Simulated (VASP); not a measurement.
The system is TaN.

```
Ta N
1.0
     0.00000    2.23211    2.23211
     2.23211    0.00000    2.23211
     2.23211    2.23211    0.00000
Ta N
1 1
Cartesian
  0.0000 0.0000 0.0000
  2.2321 2.2321 2.2321
```

Base run:

- Program: VASP 6.6.1
- Functional: r2SCAN
- Potentials or basis: VASP PAW PBE potentials, release 64 (Ta_sv_GW, N)
- Cutoff: 660 eV
- k mesh: 8 × 8 × 8
- Occupations: gaussian, width 0.1 eV
- Spin: no spin polarisation

Its results: band gap on the k mesh zero (band 9 reaches 14.97 eV, above the bottom of band 10 at 11.15 eV); pressure -14.5 GPa.

Question: The run is repeated on the same cell with these changes: potentials or basis from VASP PAW PBE potentials, release 64 (Ta_sv_GW, N) to VASP PAW PBE potentials, release 64 (Ta_pv, N); cutoff from 660 eV to 520 eV; further incar settings from ALGO = Normal; EDIFF = 1e-06; NBANDS = 16 to ALGO = Normal; EDIFF = 1e-07; NBANDS = 15; valence electrons from 18 to 16. What comes out?

Answer: Band gap on the k mesh zero (band 8 reaches 10.89 eV, above the bottom of band 9 at 7.06 eV); pressure -12.8 GPa.

Caveats: the PAW data sets were made with another functional, which shifts forces and pressure a little; spin-orbit coupling is left out, which moves the levels of the heavy elements.
